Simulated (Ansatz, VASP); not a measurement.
## TePb in VASP and in Ansatz

Contents of INCAR:

```
PREC = Accurate ; ENCUT = 520
EDIFF = 1E-7 ; ISMEAR = -1
SIGMA = 0.05 ; LREAL = False
LASPH = True ; NELM = 80
ALGO = Normal ; ISIF = 2
LWAVE = False ; LCHARG = False
GGA = RP ; NBANDS = 17
```

File KPOINTS:

```
regular mesh
0
Gamma
  7 7 7
```

POSCAR

```
TePb
1.0
    4.0022870000      0.0000000000      0.0000000000
    0.0000000000      4.0022870000      0.0000000000
    0.0000000000      0.0000000000      4.0022870000
Pb Te
1 1
Direct
    0.0000000000      0.0000000000      0.0000000000
    0.5000000000      0.5000000000      0.5000000000
```

input.yaml

```yaml
crystal:
  lattice:
    - [4.002287, 0.0, 0.0]
    - [0.0, 4.002287, 0.0]
    - [0.0, 0.0, 4.002287]
  atoms:
    - { symbol: Pb, position: [0.0, 0.0, 0.0] }
    - { symbol: Te, position: [0.5, 0.5, 0.5] }
kpoints:
  mp_grid: { grid: [7, 7, 7] }
  band_path:
    path:
      - [0.0, 0.0, 0.0]
      - [0.0, 0.5, 0.0]
      - [0.5, 0.5, 0.0]
      - [0.0, 0.0, 0.0]
      - [0.5, 0.5, 0.5]
      - [0.0, 0.5, 0.0]
    npoints: 12
scf:
  occupations: { method: fermi_dirac, width: 0.05 }
hamiltonian:
  xc: rpbe
  pseudopotentials: { kind: all_electron, lapw: { basis_error: 0.001 } }
output:
  forces: true
  stress: true
  eigenvalues: true
```

Alike in both runs: functional RPBE; k mesh 7 × 7 × 7; occupations fermi-dirac, width 0.05 eV; no spin polarisation.

|  | VASP | Ansatz |
| --- | --- | --- |
| version | VASP 6.6.1 | Ansatz 0.2.0 |
| potentials or method | VASP PAW PBE potentials, release 64 (Pb_d, Te), cutoff 520 eV | all-electron LAPW, scalar-relativistic |
| task | single point | band structure |

```tsv
	VASP	Ansatz	Ansatz less VASP
gap on the k mesh at the Fermi level (eV)	none	none	-
pressure (GPa)	1.5	1.6	+0.06
```

VASP's potentials were made for PBE, not for RPBE. A gap of «none» marks a metal or a gap that the smearing closes. Ansatz ran all-electron here, and VASP with PAW potentials.

Spin-orbit coupling is off throughout.
